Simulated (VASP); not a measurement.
GaN, 2 atoms in the cell. It takes space group F-43m (No. 216, cubic). Conventional cell: a = 4.498 Å, b = 4.498 Å, c = 4.498 Å, α = 90.00°, β = 90.00°, γ = 90.00°. Ga (site symmetry -43m) has 4 N at 1.95 Å within 2.6 Å. N (site symmetry -43m) has 4 Ga at 1.95 Å within 2.6 Å. 

- Program: VASP 6.6.1
- Task: single point
- Functional: r2SCAN
- Potentials or basis: VASP PAW PBE potentials, release 64 (Ga_d, N_h)
- Cutoff: 1460 eV
- k mesh: 10 × 10 × 10
- Occupations: gaussian, width 0.02 eV
- Spin: no spin polarisation
- Dipole correction: no
- Further INCAR settings: ALGO = Normal; EDIFF = 1e-06; NBANDS = 16

Potentials or basis: VASP PAW PBE potentials, release 64 (Ga_d, N_h).

The run is started by

```console
$ cat potpaw_PBE.64/Ga_d/POTCAR potpaw_PBE.64/N_h/POTCAR > POTCAR
$ cp INCAR.step1 INCAR
$ mpirun -np 1 vasp_std > vasp.out
$ cp INCAR.step2 INCAR
$ mpirun -np 1 vasp_std > vasp.out
```

Hardware: 1 thread of Intel(R) Xeon(R) Platinum 8259CL CPU @ 2.50GHz (Skylake/Cascade Lake) (shared host).

Q: How long does it take, and how much memory?

A: It took 3.6 min on 1 thread of Intel(R) Xeon(R) Platinum 8259CL CPU @ 2.50GHz (Skylake/Cascade Lake), with other jobs on the host, peak memory 0.32 GiB. Counts: k points 47.
